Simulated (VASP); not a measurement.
Wanted: the native input for a VASP 6.6.1 run.

* Task: single point
* Functional: PBE
* Potentials or basis: VASP PAW PBE potentials, release 64 (B, As)
* Cutoff: 520 eV
* k mesh: 10 × 10 × 10
* Occupations: gaussian, width 0.02 eV
* Spin: no spin polarisation
* Dipole correction: no
* Further INCAR settings: ALGO = Normal; EDIFF = 1e-07; NBANDS = 11

The structure of BAs lies in POSCAR:

```
BAs
1.0
    0.0000000000      2.4044111691      2.4044111691
    2.4044111691      0.0000000000      2.4044111691
    2.4044111691      2.4044111691      0.0000000000
B As
1 1
Direct
    0.0000000000      0.0000000000      0.0000000000
    0.2500000000      0.2500000000      0.2500000000
```

These files were run (other wordings do the same):

INCAR

```
ALGO = Normal
EDIFF = 1E-7
ENCUT = 520
GGA = PE
ISIF = 2
ISMEAR = 0
LASPH = T
LCHARG = T
LELF = T
LREAL = F
LVHAR = T
LWAVE = F
NBANDS = 11
NELM = 80
PREC = Accurate
SIGMA = 0.02
```

KPOINTS

```
k-points
0
Gamma
  10 10 10
```

Potentials or basis: VASP PAW PBE potentials, release 64 (B, As).

Command:

```bash
$ cat potpaw_PBE.64/B/POTCAR potpaw_PBE.64/As/POTCAR > POTCAR
$ mpirun -np 1 vasp_std > vasp.out
```

Results of the run:

```json
{"Pressure": "0.6 GPa", "Band gap on the k mesh": "1.20 eV, indirect (least direct gap 3.25 eV)"}
```

Wall time 16 s on 1 thread of Intel(R) Xeon(R) Platinum 8375C CPU @ 2.90GHz (Ice Lake), on a shared host, peak memory 0.16 GiB.
